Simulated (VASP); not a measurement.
# Zr (P6_3/mmc) in VASP: relaxation of cell and atoms with r2SCAN

Aim: the relaxation of cell and atoms of Zr with r2SCAN.

All numbers are computed with VASP 6.6.1; they aren't measurements. Logs are shortened: lines on timing, memory, paths and dates and some standing lists are left out, and cuts for length are marked.

**1. The cell of the first run**

The structure is hexagonal, space group P6_3/mmc (No. 194). The conventional cell has a = 3.244 Å, b = 3.244 Å, c = 5.160 Å, α = 90.00°, β = 90.00°, γ = 120.00°. Within 4.2 Å of Zr (site symmetry -6m2) lie 12 Zr at 3.19 to 3.24 Å.

**2. Relaxation of cell and atoms, r2SCAN, target pressure 2 GPa, at which the enthalpy is minimised**

POSCAR reads:

```
Zr
1.0
    3.2441632253      0.0000000000      0.0000000000
   -1.6220816126      2.8095277671      0.0000000000
    0.0000000000      0.0000000000      5.1597221357
Zr
2
Direct
    0.3333333333      0.6666666667      0.2500000000
    0.6666666667      0.3333333333      0.7500000000
```

INCAR.step1 reads:

```
PREC = Accurate
ENCUT = 600
ISMEAR = -1
SIGMA = 0.1
LREAL = False
LASPH = True
NELM = 60
GGA = PE
ALGO = Normal
EDIFF = 1E-4
LWAVE = True
LCHARG = False
```

INCAR.step2 reads:

```
PREC = Accurate
ENCUT = 600
EDIFF = 1E-6
ISMEAR = -1
SIGMA = 0.1
LREAL = False
LASPH = True
NELM = 60
ALGO = Normal
ISIF = 3
LWAVE = False
LCHARG = False
METAGGA = R2SCAN
LMIXTAU = True
IBRION = 2
NSW = 100
EDIFFG = -0.002
PSTRESS = 20.0
ISTART = 1
```

KPOINTS reads:

```
Automatic mesh
0
Gamma
  18 18 10
```

Potentials or basis: VASP PAW PBE potentials, release 64 (Zr_sv).

Run with:

```console
$ cat potpaw_PBE.64/Zr_sv/POTCAR > POTCAR
$ cp INCAR.step1 INCAR
$ mpirun -np 1 vasp_std > vasp.out
$ cp INCAR.step2 INCAR
$ mpirun -np 1 vasp_std > vasp.out
```

OUTCAR:

```text
PREC = Accurate
   ENCUT = 600
   EDIFF = 1E-6
   ISMEAR = -1
   LREAL = False
   LASPH = True
   NELM = 60
   ISIF = 3
   METAGGA = R2SCAN
   IBRION = 2
   NSW = 100
   EDIFFG = -0.002
   PSTRESS = 20.0
   ISTART = 1

 ion  position               nearest neighbor table
   1  0.333  0.667  0.250-   2 3.19   2 3.19   2 3.19   2 3.19   2 3.19   2 3.19
   2  0.667  0.333  0.750-   1 3.19   1 3.19   1 3.19   1 3.19   1 3.19   1 3.19

  LATTYP: Found a hexagonal cell.
 ALAT       =     3.2441632253
 C/A-ratio  =     1.5904631726

  Lattice vectors:

 A1 = (   3.2441632253,   0.0000000000,   0.0000000000)
 A2 = (  -1.6220816126,   2.8095277671,   0.0000000000)
 A3 = (   0.0000000000,   0.0000000000,   5.1597221357)

Analysis of symmetry for initial positions (statically):
=====================================================================
 Subroutine PRICEL returns:
 Original cell was already a primitive cell.

 Routine SETGRP: Setting up the symmetry group for a
 hexagonal supercell.

 Subroutine GETGRP returns: Found 24 space group operations
 (whereof 12 operations were pure point group operations)
 out of a pool of 24 trial point group operations.

The static configuration has the point symmetry D_3d.
 The point group associated with its full space group is D_6h.

Analysis of symmetry for dynamics (positions and initial velocities):
=====================================================================
 Subroutine PRICEL returns:
 Original cell was already a primitive cell.

 Routine SETGRP: Setting up the symmetry group for a
 hexagonal supercell.

 Subroutine GETGRP returns: Found 24 space group operations
 (whereof 12 operations were pure point group operations)
 out of a pool of 24 trial point group operations.

The dynamic configuration has the point symmetry D_3d.
 The point group associated with its full space group is D_6h.

 Subroutine INISYM returns: Found 24 space group operations
 (whereof 12 operations are pure point group operations),
 and found     1 'primitive' translations

----------------------------------------------------------------------------------------

                                     Primitive cell

  volume of cell :      47.0286

  direct lattice vectors                    reciprocal lattice vectors
     3.244163225  0.000000000  0.000000000     0.308245896  0.177965851  0.000000000
    -1.622081613  2.809527767  0.000000000     0.000000000  0.355931702  0.000000000
     0.000000000  0.000000000  5.159722136     0.000000000  0.000000000  0.193808886

  length of vectors
     3.244163225  3.244163225  5.159722136     0.355931702  0.355931702  0.193808886

  position of ions in fractional coordinates (direct lattice)
     0.333333333  0.666666667  0.250000000
     0.666666667  0.333333333  0.750000000

  ion indices of the primitive-cell ions
   primitive index   ion index
                 1           1
                 2           2

----------------------------------------------------------------------------------------

 KPOINTS: Automatic mesh

Automatic generation of k-mesh.
 Grid dimensions read from file:
 generate k-points for:   18   18   10

 Generating k-lattice:

  Cartesian coordinates                     Fractional coordinates (reciprocal lattice)
     0.017124772  0.009886992  0.000000000     0.055555556  0.000000000  0.000000000
     0.000000000  0.019773983  0.000000000     0.000000000  0.055555556  0.000000000
     0.000000000  0.000000000  0.019380889     0.000000000  0.000000000  0.100000000

  Length of vectors
     0.019773983  0.019773983  0.019380889

  Shift w.r.t. Gamma in fractional coordinates (k-lattice)
     0.000000000  0.000000000  0.000000000

 Subroutine IBZKPT returns following result:
 ===========================================

 Found    222 irreducible k-points:

 Following reciprocal coordinates:
            Coordinates               Weight
  0.000000  0.000000  0.000000      1.000000
  0.055556  0.000000  0.000000      6.000000
  0.111111  0.000000  0.000000      6.000000
  0.166667  0.000000  0.000000      6.000000
  0.222222  0.000000  0.000000      6.000000
  0.277778  0.000000  0.000000      6.000000
[... 16 lines left out ...]
  0.333333  0.111111  0.000000     12.000000
  0.388889  0.111111  0.000000     12.000000
 [... further k-points ...]
   k-points           NKPTS =    222   k-points in BZ     NKDIM =    222   number of bands    NBANDS=     16
   number of dos      NEDOS =    301   number of ions     NIONS =      2
   total plane-waves  NPLWV =  32928
   dimension x,y,z NGX =    28 NGY =   28 NGZ =   42
   dimension x,y,z NGXF=    56 NGYF=   56 NGZF=   84
   ions per type =               2
   NGX,Y,Z   is equivalent  to a cutoff of  14.35, 14.35, 13.53 a.u.
   NGXF,Y,Z  is equivalent  to a cutoff of  28.70, 28.70, 27.06 a.u.
 SYSTEM =  unknown system
   PREC   = accura    normal or accurate (medium, high low for compatibility)
   ISTART =      1    job   : 0-new  1-cont  2-samecut
   ICHARG =      0    charge: 1-file 2-atom 10-const
   ISPIN  =      1    spin polarized calculation?
   LNONCOLLINEAR =      F non collinear calculations
   LSORBIT =      F    spin-orbit coupling
   LASPH  =      T    aspherical Exc in radial PAW
   ENCUT  =  600.0 eV  44.10 Ry    6.64 a.u.   6.48  6.48 10.31*2*pi/ulx,y,z
   NELM   =     60;   NELMIN=  2; NELMDL=  0     # of ELM steps
   EDIFF  = 0.1E-05   stopping-criterion for ELM
   LREAL  =      F    real-space projection
   EDIFFG = -.2E-02   stopping-criterion for IOM
   NSW    =    100    number of steps for IOM
   IBRION =      2    ionic relax: 0-MD 1-quasi-New 2-CG
   NFREE  =      1    steps in history (QN), initial steepest desc. (CG)
   ISIF   =      3    stress and relaxation
   ISYM   =      2    0-nonsym 1-usesym 2-fastsym
   POTIM  = 0.5000    time-step for ionic-motion
   TEBEG  =    0.0;   TEEND  =   0.0 temperature during run
   PSTRESS=   20.0 pullay stress
   NELECT =      24.0000    total number of electrons
   NUPDOWN=      -1.0000    fix difference up-down
   EMIN   =  10.00;   EMAX   =-10.00  energy-range for DOS
   EFERMI =   0.00;   METHOD = LEGACY
   ISMEAR =    -1;   SIGMA  =   0.10  broadening in eV -4-tet -1-fermi 0-gaus
   EFERMI_NEDOS =   21; number of points for ismear=-14 and -15
   IALGO  =     38    algorithm
   IMIX   =      4    mixing-type and parameters
     AMIX     =   0.40;   BMIX     =  1.00
     AMIX_MAG =   1.60;   BMIX_MAG =  1.00
  volume/ion in A,a.u.               =      23.51       158.68
  Fermi-wavevector in a.u.,A,eV,Ry     =   1.308251  2.472236 23.286659  1.711521
  Thomas-Fermi vector in A             =   2.438931
   LORBIT       =      0    0 simple, 1 ext, 2 COOP (PROOUT), +10 PAW based schemes
   METAGGA = R2SCAN    functional components
   LHFCALC =     F    Hartree Fock is set to
   AEXX    =    0.0000 exact exchange contribution
   IVDW    =     0    specifies the selected vdW correction
   LEPSILON=     F    determine dielectric tensor
   LRPA    =     F    only Hartree local field effects (RPA)
 conjugate gradient relaxation of ions
 non-spin polarized calculation
  energy-cutoff  :      600.00
  volume of cell :       47.03
 maximum number of plane-waves:      1594
 NGX is ok and might be reduce to    28
   NGX = 13   NGY = 13   NGZ = 21

--------------------------------------- Ionic step        1  -------------------------------------------

 number of electron      24.0000000 magnetization

 Free energy of the ion-electron system (eV)
  ---------------------------------------------------
  ext. energy  EPLUGINS =         0.00000000
  ---------------------------------------------------
  free energy    TOTEN  =       -45.52645979 eV

  energy without entropy =      -45.46728027  energy(sigma->0) =      -45.49687003

------------------------ aborting loop because EDIFF is reached ----------------------------------------

  FORCE on cell =-STRESS in cart. coord.  units (eV):
  Direction    XX          YY          ZZ          XY          YZ          ZX
  --------------------------------------------------------------------------------------
  -------------------------------------------------------------------------------------
  Total        0.0011353      0.0011353     -0.0140622      0.0000000      0.0000000      0.0000000
  in kB        0.0386783      0.0386783     -0.4790727      0.0000000      0.0000000      0.0000000
  external PRESSURE =     -20.1339054 kB  Pullay stress =      20.0000000 kB
[... 93 lines left out ...]
  FREE ENERGIE OF THE ION-ELECTRON SYSTEM (eV)
  ---------------------------------------------------
  free  energy   TOTEN  =       -45.5206923444 eV

  energy  without entropy=      -45.4623138464  energy(sigma->0) =      -45.49150310

  enthalpy is  TOTEN    =       -44.9454602037 eV   P V=        0.5752321407

[... ionic steps 4 to 11 ...]

--------------------------------------- Ionic step       12  -------------------------------------------

 number of electron      24.0000000 magnetization

------------------------ aborting loop because EDIFF is reached ----------------------------------------

  FORCE on cell =-STRESS in cart. coord.  units (eV):
  Direction    XX          YY          ZZ          XY          YZ          ZX
  --------------------------------------------------------------------------------------
  -------------------------------------------------------------------------------------
  Total        0.5853129      0.5853129      0.5894723      0.0000000      0.0000000     -0.0000000
  in kB       20.3533819     20.3533819     20.4980194      0.0000000      0.0000000     -0.0000000
  external PRESSURE =       0.4015944 kB  Pullay stress =      20.0000000 kB
[... 61 lines left out ...]
  enthalpy is  TOTEN    =       -44.9454662067 eV   P V=        0.5752132188

--------------------------------------- Ionic step       14  -------------------------------------------

 number of electron      24.0000000 magnetization

 Free energy of the ion-electron system (eV)
  ---------------------------------------------------
  ext. energy  EPLUGINS =         0.00000000
  ---------------------------------------------------
  free energy    TOTEN  =       -45.52068239 eV

  energy without entropy =      -45.46227613  energy(sigma->0) =      -45.49147926

 E-fermi :   9.1389     XC(G=0): -12.0025

 val. band max:        9.1381670076   @ k =   0.3333   0.2778   0.3000
 cond. band min:       9.1396625929   @ k =   0.3333   0.1667   0.4000
 fundamental gap:      0.0014955853
 Fermi energy:         9.1389183460

 k-point     1 :       0.0000    0.0000    0.0000
  band No.  band energies     occupation
      1     -41.3731      2.00000
      2     -41.1982      2.00000
      3     -19.2532      2.00000
      4     -18.3053      2.00000
      5     -18.3053      2.00000
      6     -18.1557      2.00000
[... 8 lines left out ...]
     15      10.8950      0.00000
     16      10.8950      0.00000
[... 420 lines left out ...]
  band No.  band energies     occupation
      1     -41.2199      2.00000
      2     -41.1623      2.00000
      3     -19.0167      2.00000
      4     -18.8356      2.00000
      5     -18.7811      2.00000
      6     -18.5710      2.00000
[... 8 lines left out ...]
     15      10.7347      0.00000
     16      13.7644      0.00000

 [... further k-points ...]

------------------------ aborting loop because EDIFF is reached ----------------------------------------

  FORCE on cell =-STRESS in cart. coord.  units (eV):
  Direction    XX          YY          ZZ          XY          YZ          ZX
  --------------------------------------------------------------------------------------
  -------------------------------------------------------------------------------------
  Total        0.5730876      0.5730876      0.5785855      0.0000000      0.0000000     -0.0000000
  in kB       19.9259707     19.9259707     20.1171295      0.0000000      0.0000000     -0.0000000
  external PRESSURE =      -0.0103097 kB  Pullay stress =      20.0000000 kB
[... 17 lines left out ...]
  FREE ENERGIE OF THE ION-ELECTRON SYSTEM (eV)
  ---------------------------------------------------
  free  energy   TOTEN  =       -45.5206823933 eV

  energy  without entropy=      -45.4622761344  energy(sigma->0) =      -45.49147926

  enthalpy is  TOTEN    =       -44.9454656671 eV   P V=        0.5752167262

 reached required accuracy - stopping structural energy minimisation
```

It took 1.8 h on 1 thread of Oxide Virtual Turin-like, shared host; peak memory 0.3 GiB.

Results:

```
Free energy                                                : -45.5207 eV
Relaxed volume                                             : 23.04 Å³/atom
Relaxed cell                                               : a = 3.222 Å, b = 3.222 Å, c = 5.126 Å, α = 90.00°, β = 90.00°, γ = 120.00°
Space group after relaxing (to 0.1 Å)                      : P6_3/mmc (No. 194)
Energy change on relaxing (the run minimises the enthalpy) : +2.9 meV/atom
Ionic steps                                                : 14
Pressure after relaxing                                    : 2.0 GPa
Band gap on the k mesh                                     : zero (bands 12 and 13 overlap by 1.30 eV)
```

The path:
| step | energy change (eV) | largest force (eV/Å) | pressure (GPa) | volume (Å³) |
| --- | --- | --- | --- | --- |
| 1 | 0.0000 | 0.0000 | -0.01 | 47.03 |
| 2 | 0.0262 | 0.0000 | 4.37 | 45.05 |
| 3 | 0.0058 | 0.0000 | 1.99 | 46.08 |
| 4 | 0.0060 | 0.0000 | 2.02 | 46.06 |
| 5 | 0.0057 | 0.0000 | 1.99 | 46.08 |
| 6 | 0.0056 | 0.0000 | 1.96 | 46.09 |
| 7 | 0.0057 | 0.0000 | 1.97 | 46.09 |
| 8 | 0.0057 | 0.0000 | 1.95 | 46.08 |
| 9 | 0.0057 | 0.0000 | 1.97 | 46.08 |
| 10 | 0.0061 | 0.0000 | 2.03 | 46.06 |
| 11 | 0.0059 | 0.0000 | 2.01 | 46.07 |
| 12 | 0.0058 | 0.0000 | 2.04 | 46.07 |
| 13 | 0.0058 | 0.0000 | 2.00 | 46.08 |
| 14 | 0.0058 | 0.0000 | 2.00 | 46.08 |

Final structure:
```yaml
crystal:
  lattice:
    - [3.22191, 0.00000, 0.00000]
    - [-1.61095, 2.79025, 0.00000]
    - [0.00000, 0.00000, 5.12573]
  atoms:
    - { symbol: Zr, position: [0.33333, 0.66667, 0.25000] }
    - { symbol: Zr, position: [0.66667, 0.33333, 0.75000] }
```

Caveat: the cell is relaxed towards a set pressure, so the run minimises the enthalpy, not the energy; the PAW data sets were made with another functional, which shifts forces and pressure a little.
